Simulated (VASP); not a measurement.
# Si16C (a cell with a defect) in VASP: single point with PBEsol

Aim: the single point of Si16C (a cell with a defect) with PBEsol.

All numbers are computed with VASP 6.6.1; they aren't measurements. Logs are shortened: lines on timing, memory, paths and dates and some standing lists are left out, and cuts for length are marked.

### Step 1. The cell of the first run

The cell holds a defect, 17 atoms: a = 7.679 Å, b = 7.679 Å, c = 7.679 Å, α = 60.00°, β = 60.00°, γ = 60.00°.

### Step 2. Single point, PBEsol, collinear spin, ferromagnetic start

The input, INCAR:

```
SYSTEM = Si16C
  ALGO = Normal
  EDIFF = 1E-6
  ENCUT = 520
  GGA = PS
  ISIF = 2
  ISMEAR = -1
  ISPIN = 2
  LASPH = .True.
  LCHARG = .False.
  LORBIT = 11
  LREAL = Auto
  LWAVE = .False.
  MAGMOM = 0 0 0 0 0 0 0 0 0 0 0 0 0 0 0 0 1
  NBANDS = 52
  NELM = 150
  PREC = Accurate
  SIGMA = 0.02
```

The input, KPOINTS:

```
k-points
0
Gamma
  2 2 2
  0 0 0
```

The input, POSCAR:

```
Si16C
1.0
    0.0000000000      5.4300000000      5.4300000000
    5.4300000000      0.0000000000      5.4300000000
    5.4300000000      5.4300000000      0.0000000000
Si C
16 1
Direct
    0.0741265919     -0.0507604566     -0.0956176631
    0.0779351509      0.1350079463      0.1570343488
   -0.0264136649      0.0148460152      0.5243988691
    0.1277796837      0.1800293515      0.5636381622
   -0.0202352975      0.5053885052      0.0142874662
    0.1335334894      0.6001233569      0.1328501574
   -0.0226963636      0.5471586265      0.4981294869
    0.1123237564      0.6418749281      0.6401965197
    0.4724020027      0.0185151054      0.0368123304
    0.6304271012      0.1347757097      0.1573486450
    0.4864184911      0.0150040223      0.5246349846
    0.5996521789      0.1385603058      0.6618432290
    0.5005668989      0.5051945405      0.0143964629
    0.6065827107      0.6452383655      0.1415383036
    0.4858802936      0.5123284856      0.5159250493
    0.6054703935      0.6419940088      0.6402507624
    0.9132449832      0.0629570831      0.1109502855
```

Potentials or basis: VASP PAW PBE potentials, release 64 (Si, C).

The run is started by

```sh
> cat potpaw_PBE.64/Si/POTCAR potpaw_PBE.64/C/POTCAR > POTCAR
> mpirun -np 1 vasp_std > vasp.out
```

OUTCAR:

```text
SYSTEM = Si16C
   EDIFF = 1E-6
   ENCUT = 520
   GGA = PS
   ISIF = 2
   ISMEAR = -1
   ISPIN = 2
   LASPH = .True.
   LORBIT = 11
   LREAL = Auto
   NELM = 150
   PREC = Accurate

 ion  position               nearest neighbor table
   1  0.074  0.949  0.904-  17 1.78   4 2.27   6 2.31   2 2.94  10 2.95  11 3.11   3 3.12
   2  0.078  0.135  0.157-  17 1.84   3 2.31   5 2.33   9 2.48   1 2.94
   3  0.974  0.015  0.524-   2 2.31   4 2.31   8 2.34  12 2.35   1 3.12
   4  0.128  0.180  0.564-   1 2.27   3 2.31  11 2.31   7 2.33
   5  0.980  0.505  0.014-   6 2.31   2 2.33  14 2.34   8 2.35
   6  0.134  0.600  0.133-   1 2.31  13 2.31   5 2.31   7 2.34
   7  0.977  0.547  0.498-   4 2.33   6 2.34   8 2.34  16 2.34
   8  0.112  0.642  0.640-   7 2.34   3 2.34  15 2.34   5 2.35
   9  0.472  0.019  0.037-  14 2.34  12 2.35   2 2.48  10 2.48
  10  0.630  0.135  0.157-  17 1.84  11 2.31  13 2.33   9 2.48   1 2.95
  11  0.486  0.015  0.525-  10 2.31   4 2.31  16 2.34  12 2.35   1 3.11
  12  0.600  0.139  0.662-   3 2.35  11 2.35  15 2.35   9 2.35
  13  0.501  0.505  0.014-   6 2.31  10 2.33  14 2.34  16 2.35
  14  0.607  0.645  0.142-   5 2.34  13 2.34   9 2.34  15 2.35
  15  0.486  0.512  0.516-   8 2.34  16 2.34  12 2.35  14 2.35
  16  0.605  0.642  0.640-   7 2.34  11 2.34  15 2.34  13 2.35
  17  0.913  0.063  0.111-   1 1.78  10 1.84   2 1.84

  LATTYP: Found a face centered cubic cell.
 ALAT       =    10.8600000000

  Lattice vectors:

 A1 = (   0.0000000000,   5.4300000000,   5.4300000000)
 A2 = (   5.4300000000,   0.0000000000,   5.4300000000)
 A3 = (   5.4300000000,   5.4300000000,   0.0000000000)

Analysis of symmetry for initial positions (statically):
=====================================================================
 Subroutine PRICEL returns:
 Original cell was already a primitive cell.

 Routine SETGRP: Setting up the symmetry group for a
 face centered cubic supercell.

 Subroutine GETGRP returns: Found  1 space group operations
 (whereof  1 operations were pure point group operations)
 out of a pool of 48 trial point group operations.

The static configuration has the point symmetry C_1 .

Analysis of symmetry for dynamics (positions and initial velocities):
=====================================================================
 Subroutine PRICEL returns:
 Original cell was already a primitive cell.

 Routine SETGRP: Setting up the symmetry group for a
 face centered cubic supercell.

 Subroutine GETGRP returns: Found  1 space group operations
 (whereof  1 operations were pure point group operations)
 out of a pool of 48 trial point group operations.

The dynamic configuration has the point symmetry C_1 .

Analysis of structural, dynamic, and magnetic symmetry:
=====================================================================
[... 172 lines left out ...]

 E-fermi :   6.2677     XC(G=0):  -9.7024

 val. band max:        6.1494644281   @ k =   0.5000   0.5000   0.5000
 cond. band min:       6.3683531191   @ k =   0.0000   0.5000   0.0000
 fundamental gap:      0.2188886910
 Fermi energy:         6.2677100201

 spin component 1

 k-point     1 :       0.0000    0.0000    0.0000
  band No.  band energies     occupation
      1      -7.0361      1.00000
      2      -5.3682      1.00000
      3      -3.8846      1.00000
      4      -3.8628      1.00000
      5      -3.8168      1.00000
      6      -2.9743      1.00000
[... 381 lines left out ...]
     45       9.9743      0.00000
     46      10.0218      0.00000
 Fermi energy:         6.2677100201

 spin component 2

 k-point     1 :       0.0000    0.0000    0.0000
  band No.  band energies     occupation
      1      -7.0361      1.00000
      2      -5.3682      1.00000
      3      -3.8846      1.00000
      4      -3.8628      1.00000
      5      -3.8168      1.00000
      6      -2.9743      1.00000
[... 381 lines left out ...]
     45       9.9743      0.00000
     46      10.0218      0.00000
 [bands above 46 left out]

------------------------ aborting loop because EDIFF is reached ----------------------------------------

  FORCE on cell =-STRESS in cart. coord.  units (eV):
  Direction    XX          YY          ZZ          XY          YZ          ZX
  --------------------------------------------------------------------------------------
  -------------------------------------------------------------------------------------
  Total        8.6678225      2.1645363      2.1465004      0.0290355     -3.0235787     -0.0123380
  in kB       43.3701684     10.8304369     10.7401926      0.1452813    -15.1287264     -0.0617343
  external PRESSURE =      21.6469326 kB  Pullay stress =       0.0000000 kB

 VOLUME and BASIS-vectors are now :
 -----------------------------------------------------------------------------
  energy-cutoff  :      520.00
  volume of cell :      320.21
      direct lattice vectors                 reciprocal lattice vectors
     0.000000000  5.430000000  5.430000000    -0.092081031  0.092081031  0.092081031
     5.430000000  0.000000000  5.430000000     0.092081031 -0.092081031  0.092081031
     5.430000000  5.430000000  0.000000000     0.092081031  0.092081031 -0.092081031

 POSITION                                       TOTAL-FORCE (eV/Angst)
 -----------------------------------------------------------------------------------
     10.06517      5.31330      5.55688        -0.044353      0.059794     -0.074016
      1.58579      1.27588      1.15628         0.017688      0.032426      0.027927
      2.92810      8.13406      5.36719        -0.019348     -0.007579     -0.013875
      4.03811      3.75440      1.67140         0.028225     -0.048521      0.054282
      2.82184      5.39770      8.06438        -0.006689     -0.014028      0.004096
      3.98005      1.44646      3.98376         0.029027     -0.033755      0.030645
[... 9 lines left out ...]
      6.96259      6.76427      6.77373         0.014114      0.011582     -0.025469
      0.94432      5.56138      5.30078        -0.002278     -0.004373      0.007109
 -----------------------------------------------------------------------------------
    total drift:                                0.001130      0.002003     -0.000353

  FREE ENERGIE OF THE ION-ELECTRON SYSTEM (eV)
  ---------------------------------------------------
  free  energy   TOTEN  =       -96.8760272989 eV

  energy  without entropy=      -96.8755766725  energy(sigma->0) =      -96.87580199

 total charge

# of ion       s       p       d       tot
------------------------------------------
    1        0.803   0.904   0.000   1.706
    2        0.746   0.924   0.000   1.670
    3        0.751   0.951   0.000   1.702
    4        0.764   0.962   0.000   1.725
    5        0.751   0.952   0.000   1.703
    6        0.758   0.940   0.000   1.698
[... 9 lines left out ...]
   16        0.741   0.952   0.000   1.693
   17        0.877   1.588   0.000   2.464
--------------------------------------------------
tot         12.891  16.667   0.000  29.558

 magnetization (x)

# of ion       s       p       d       tot
------------------------------------------
    1       -0.000  -0.000   0.000  -0.000
    2       -0.000  -0.000   0.000  -0.000
    3        0.000   0.000   0.000   0.000
    4        0.000   0.000   0.000   0.000
    5        0.000   0.000   0.000   0.000
    6        0.000   0.000   0.000   0.000
[... 9 lines left out ...]
   16        0.000   0.000   0.000   0.000
   17        0.000   0.000   0.000   0.000
--------------------------------------------------
tot          0.000   0.000   0.000   0.000
```

It took 12 min on 1 thread of Oxide Virtual Turin-like, shared host; peak memory 0.67 GiB.

What came out:

```
Free energy                                           : -96.8760 eV
Pressure                                              : 2.2 GPa
Largest force                                         : 0.105 eV/Å
Band gap on the k mesh                                : zero (filled and empty bands overlap)
Net moment                                            : 0.00 μB per cell
Valence electrons inside the program's atomic spheres : Si 1.71, 1.67, 1.70, 1.73, 1.69, 1.65; C 2.46
```

Forces in eV/Å, atoms in the order of the input:
```
Si  -0.044  0.060 -0.074
Si   0.018  0.032  0.028
Si  -0.019 -0.008 -0.014
Si   0.028 -0.049  0.054
Si  -0.007 -0.014  0.004
Si   0.029 -0.034  0.031
Si  -0.033  0.000 -0.002
Si   0.014  0.021 -0.011
Si   0.026  0.001  0.008
Si   0.007 -0.044 -0.029
Si  -0.019  0.023  0.011
Si   0.004 -0.002 -0.001
Si  -0.011  0.002  0.018
Si  -0.006  0.002 -0.006
Si   0.000  0.000  0.002
Si   0.014  0.012 -0.025
C   -0.002 -0.004  0.007
```

Levels at points of the mesh, in eV from the Fermi level:
Spin up:
| k point | band 30 | band 31 | band 32 | band 33 | band 34 | band 35 | band 36 | band 37 | band 38 | band 39 |
| --- | --- | --- | --- | --- | --- | --- | --- | --- | --- | --- |
| (0.00, 0.00, 0.00) | -1.39 | -1.28 | -0.75 | -0.58 | -0.47 | -0.30 | -0.13 | 0.26 | 0.36 | 0.60 |
| (0.50, 0.00, 0.00) | -1.62 | -1.35 | -1.18 | -0.97 | -0.12 | 0.56 | 0.70 | 0.94 | 1.12 | 1.16 |
| (0.00, 0.50, 0.00) | -1.74 | -1.22 | -1.20 | -1.00 | 0.10 | 0.25 | 0.69 | 0.83 | 1.12 | 1.13 |
| (0.00, 0.00, 0.50) | -1.60 | -1.28 | -1.18 | -1.11 | -0.23 | 0.61 | 0.64 | 0.96 | 1.07 | 1.11 |
| (0.50, 0.50, 0.50) | -1.62 | -1.35 | -1.17 | -0.97 | -0.12 | 0.56 | 0.71 | 0.94 | 1.12 | 1.16 |
| (0.50, 0.50, 0.00) | -1.87 | -1.79 | -1.67 | -1.14 | -0.68 | 0.80 | 1.20 | 1.33 | 1.82 | 2.02 |
| (0.00, 0.50, 0.50) | -1.81 | -1.79 | -1.71 | -1.03 | 0.16 | 0.41 | 1.08 | 1.53 | 1.64 | 1.70 |
| (0.50, 0.00, 0.50) | -1.87 | -1.79 | -1.67 | -1.14 | -0.68 | 0.80 | 1.20 | 1.33 | 1.82 | 2.02 |
Spin down:
```csv
k point,band 30,band 31,band 32,band 33,band 34,band 35,band 36,band 37,band 38,band 39
"(0.00, 0.00, 0.00)",-1.39,-1.28,-0.75,-0.58,-0.47,-0.30,-0.13,0.26,0.36,0.60
"(0.50, 0.00, 0.00)",-1.62,-1.35,-1.18,-0.97,-0.12,0.56,0.70,0.94,1.12,1.16
"(0.00, 0.50, 0.00)",-1.74,-1.22,-1.20,-1.00,0.10,0.25,0.69,0.83,1.12,1.13
"(0.00, 0.00, 0.50)",-1.60,-1.28,-1.18,-1.11,-0.23,0.61,0.64,0.96,1.07,1.11
"(0.50, 0.50, 0.50)",-1.62,-1.35,-1.17,-0.97,-0.12,0.56,0.71,0.94,1.12,1.16
"(0.50, 0.50, 0.00)",-1.87,-1.79,-1.67,-1.14,-0.68,0.80,1.20,1.33,1.82,2.02
"(0.00, 0.50, 0.50)",-1.81,-1.79,-1.71,-1.03,0.16,0.41,1.08,1.53,1.64,1.70
"(0.50, 0.00, 0.50)",-1.87,-1.79,-1.67,-1.14,-0.68,0.80,1.20,1.33,1.82,2.02
```

Caveat: the k points lie up to 0.50 Å⁻¹ apart; the PAW data sets were made with another functional, which shifts forces and pressure a little.
